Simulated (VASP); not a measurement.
Runs of VASP 6.6.1 on Ti3Si. Symmetry: Fm-3m, No. 225, cubic system. The conventional cell has a = 6.289 Å, b = 6.289 Å, c = 6.289 Å, α = 90.00°, β = 90.00°, γ = 90.00°. Ti (site symmetry -43m) has 10 Ti at 2.72 to 3.14 Å and 4 Si at 2.72 Å within 3.6 Å. Within 3.6 Å of Ti (site symmetry m-3m) lie 8 Ti at 2.72 Å and 6 Si at 3.14 Å. Si (site symmetry m-3m) has 14 Ti at 2.72 to 3.14 Å within 3.6 Å. 

```tsv
k mesh	gap on the mesh (eV)	pressure (GPa)
6 × 6 × 6	none	-4.9
3 × 3 × 3	none	-5.0
4 × 4 × 4	none	(a)
5 × 5 × 5	none	-4.9
```

Alike in all rows: task single point; level PBEsol; potentials or basis VASP PAW PBE potentials, release 64 (Ti_sv, Si); no spin polarisation; cell as given; cutoff (eV) 520; smearing fermi-dirac 0.1 eV.

Problem. Estimate the missing entries.

Solution. (a) -4.8.

Caveats: some runs use coarse meshes; the PAW data sets were made with another functional, which shifts forces and pressure a little.

A gap of «none» marks levels without a gap at the run's occupations.
